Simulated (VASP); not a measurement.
## F: single point with PBEsol

Crystal: F.

```xyz
4
Lattice="3.3117 -1.7852 -0.2554 3.3117 1.7852 -0.2554 -2.5255 0.0000 7.1638" Properties=species:S:1:pos:R:3 pbc="T T T"
F     0.3246    0.0000    0.6301
F     3.7733    0.0000    6.0228
F     1.8227    0.0000    3.9970
F     2.2752    0.0000    2.6559
```

```yaml
Program: VASP 6.6.1
Task: single point
Functional: PBEsol
Potentials_or_basis: VASP PAW PBE potentials, release 64 (F_h)
Cutoff: 1350 eV
k_mesh: 4 × 4 × 2
Occupations: gaussian, width 0.05 eV
Spin: no spin polarisation
Dipole_correction: no
Further_INCAR_settings: ALGO = Normal; EDIFF = 1e-06; NBANDS = 22
```

```json
{
  "Pressure": "-1.5 GPa",
  "Largest force": "0.542 eV/Å",
  "Band gap on the k mesh": "2.97 eV (least direct gap 3.05 eV)"
}
```

Forces on the atoms (eV/Å):
```
F   -0.242  0.000 -0.478
F    0.242  0.000  0.478
F    0.180  0.000 -0.511
F   -0.180  0.000  0.511
```

Stress tensor (GPa, compression positive):
```
-1.01  0.00 -0.17
 0.00 -0.50  0.00
-0.17  0.00 -3.00
```

Levels at points of the mesh, in eV from the valence-band top:
| k point | band 11 | band 12 | band 13 | band 14 | band 15 | band 16 | band 17 | band 18 |
| --- | --- | --- | --- | --- | --- | --- | --- | --- |
| (0.00, 0.00, 0.00) | -0.33 | -0.15 | -0.12 | -0.08 | 2.97 | 3.60 | 8.54 | 11.07 |
| (0.50, 0.00, 0.00) | -0.33 | -0.27 | -0.26 | -0.16 | 3.31 | 3.38 | 12.33 | 12.46 |
| (0.50, 0.50, 0.00) | -0.29 | -0.23 | -0.16 | 0.00 | 3.28 | 3.36 | 12.47 | 12.52 |
| (0.00, 0.00, 0.50) | -0.28 | -0.18 | -0.15 | -0.08 | 3.23 | 3.30 | 9.39 | 9.40 |
| (0.50, 0.00, 0.50) | -0.43 | -0.31 | -0.19 | -0.06 | 3.18 | 3.50 | 12.25 | 13.00 |
| (0.50, 0.50, 0.50) | -0.31 | -0.21 | -0.15 | -0.08 | 3.30 | 3.37 | 11.98 | 12.09 |

Wall time 86 s on 1 thread of Intel(R) Xeon(R) Platinum 8488C (Sapphire Rapids), with other jobs on the host, peak memory 0.47 GiB.

Caveat: the k points lie up to 0.51 Å⁻¹ apart; this functional lacks dispersion, which holds the molecules together, so the pressure and a relaxed volume are unreliable; the PAW data sets were made with another functional, which shifts forces and pressure a little. A k mesh can miss the band edges.
